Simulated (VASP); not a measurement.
BN: single point with PBE

BN:

```xyz
4
Lattice="2.5040 0.0000 0.0000 -1.2520 2.1685 0.0000 0.0000 0.0000 6.6612" Properties=species:S:1:pos:R:3 pbc="T T T"
B     0.0000    1.4457    1.6653
B     1.2520    0.7228    4.9959
N     0.1246    1.2091    5.2588
N     1.2520    0.7228    1.6653
```

This cell differs from its parent crystal: one atom moved.

| Quantity | Value |
| --- | --- |
| Program | VASP 6.6.1 |
| Task | single point |
| Functional | PBE |
| Potentials or basis | VASP PAW PBE potentials, release 64 (B, N) |
| Cutoff | 520 eV |
| k mesh | 12 × 12 × 4 |
| Occupations | gaussian, width 0.02 eV |
| Spin | no spin polarisation |
| Dipole correction | no |
| Further INCAR settings | ALGO = Normal; EDIFF = 1e-07; NBANDS = 16 |

The pressure is 13.1 GPa and the largest force is 10.678 eV/Å. The band gap on the k mesh is 1.56 eV (least direct gap 2.73 eV).

Forces in eV/Å, atoms in the order of the input:
```
B   -0.002 -0.006 -0.177
B    8.313 -6.298  2.035
N   -8.339  6.310 -2.158
N    0.027 -0.006  0.300
```

Stress tensor (GPa, compression positive):
```
 30.43 -10.78  -9.57
-10.78   8.67   7.25
 -9.57   7.25   0.06
```

Levels at points of the mesh, in eV from the valence-band top:
```
           k point  band 4  band 5  band 6  band 7  band 8  band 9  band 10  band 11  band 12  band 13
(0.00, 0.00, 0.00)   -5.74   -5.13   -3.01   -3.00   -0.01    2.72     6.98     8.89     9.90     9.92
(0.50, 0.00, 0.00)  -10.37   -5.80   -4.32   -3.24   -2.18    2.29     3.74     5.71     8.09    10.84
(0.00, 0.50, 0.00)   -9.78   -6.54   -5.80   -3.74   -2.23    2.64     4.90     7.17     8.15    10.87
(0.50, 0.50, 0.00)  -10.51   -5.80   -4.12   -2.81   -2.26    1.81     3.35     7.67     8.12    10.72
(0.00, 0.00, 0.50)   -6.89   -5.12   -3.01   -3.00    0.00    4.12     6.62     7.23     9.92     9.92
(0.50, 0.00, 0.50)  -10.39   -5.80   -4.33   -2.81   -2.57    2.58     3.06     5.79     8.22    11.45
(0.00, 0.50, 0.50)   -9.79   -6.54   -5.80   -3.43   -2.60    3.06     4.19     7.30     8.23    10.93
(0.50, 0.50, 0.50)  -10.52   -5.80   -4.13   -2.61   -2.28    1.56     3.05     7.86     8.25    11.40
```

Run time: 4.3 min on 1 thread of Intel Xeon 8259CL, with other jobs on the host, peak memory 0.26 GiB.

Caveat: the cell differs from its parent crystal (one atom moved); the stress differs along the axes, from 0 to 30 GPa; forces of over 1 eV/Å act on the atoms, so gaps and moduli don't describe the material at rest. A k mesh can miss the band edges.
